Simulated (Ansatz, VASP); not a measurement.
**Ag in VASP and in Ansatz**

The input INCAR:

```
SYSTEM = Ag
PREC = Accurate ; ENCUT = 520
EDIFF = 1E-6 ; ISMEAR = 0
SIGMA = 0.1 ; LREAL = .False.
LASPH = .True. ; NELM = 80
ALGO = Normal ; ISIF = 2
LWAVE = .False. ; LCHARG = .False.
NBANDS = 12
```

Contents of KPOINTS:

```
regular mesh
0
Gamma
  13 13 13
  0 0 0
```

File POSCAR:

```
Ag
1.0
    0.0000000000      1.9996579419      1.9996579419
    1.9996579419      0.0000000000      1.9996579419
    1.9996579419      1.9996579419      0.0000000000
Ag
1
Direct
    0.0000000000      0.0000000000      0.0000000000
```

Input for Ansatz:

```yaml
crystal:
  lattice:
    - [0.0, 1.9996579419, 1.9996579419]
    - [1.9996579419, 0.0, 1.9996579419]
    - [1.9996579419, 1.9996579419, 0.0]
  atoms:
    - { symbol: Ag, position: [0.0, 0.0, 0.0] }
hamiltonian:
  xc: lda
  pseudopotentials:
    kind: paw
    azcp:
      Ag: "pseudopotentials/Ag.paw.azcp"
basis:
  ecutwfc: 420
  fft_grid_basis: typed
kpoints:
  mp_grid: { grid: [13, 13, 13], shift: [0, 0, 0] }
magnetization:
  spin_polarized: false
scf:
  occupations: { method: gaussian, width: 0.1 }
  lower_state_search: "off"
output:
  stress: true
```

Alike in both runs: task single point; functional LDA; k mesh 13 × 13 × 13; occupations gaussian, width 0.1 eV; no spin polarisation.

|  | VASP | Ansatz |
| --- | --- | --- |
| version | VASP 6.6.1 | Ansatz 0.2.0 |
| potentials or method | VASP PAW LDA potentials, release 64 (Ag), cutoff 520 eV | plane waves (420 eV) with PAW, scalar-relativistic |
| valence electrons in the cell | 11 | 19 |

Ansatz gave:

```
pressure (GPa) : -0.1
```

**Question.** Estimate VASP's values.

**Answer.** Pressure (GPa): 0.1.

Ansatz warns that its potentials were made for another functional, while VASP's fit it. LDA's correlation is that of Perdew and Zunger in VASP and of Perdew and Wang (1992) in Ansatz. VASP's potentials hold 11 valence electrons a cell and Ansatz's 19, so a difference there can come from the potentials and not from the codes.
